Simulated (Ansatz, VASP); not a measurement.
Two plane-wave programs on Lu3Bi

```xyz
4
Lattice="0.0000 4.0029 4.0029 4.0029 0.0000 4.0029 4.0029 4.0029 0.0000" Properties=species:S:1:pos:R:3 pbc="T T T"
Lu    2.0014    2.0014    2.0014
Lu    6.0043    6.0043    6.0043
Lu    4.0029    4.0029    4.0029
Bi    0.0000    0.0000    0.0000
```

Change from the starting cell: species swapped into the Na3Tl type (Fm-3m, No. 225).

Alike in both runs: task relaxation of cell and atoms; functional PBE; k mesh 4 × 4 × 4; occupations gaussian, width 0.1 eV; no spin polarisation.

|  | VASP | Ansatz |
| --- | --- | --- |
| version | VASP 6.6.1 | Ansatz 0.2.0 |
| potentials or method | VASP PAW PBE potentials, release 64 (Lu, Bi_d), cutoff 600 eV | scalar-relativistic, plane waves, PAW |
| valence electrons in the cell | 90 | 90 |

```csv
,VASP,Ansatz,Ansatz less VASP
"gap on the k mesh at the Fermi level, each at its own relaxed structure (eV)",none,none,-
relaxed volume (Å³/atom),27.86,27.70,-0.159
relaxed cell length with the largest relative difference (Å),5.401,5.391,-0.0103
```

A gap of «none» marks a metal or a gap that the smearing closes.

Neither program's run includes spin-orbit coupling.
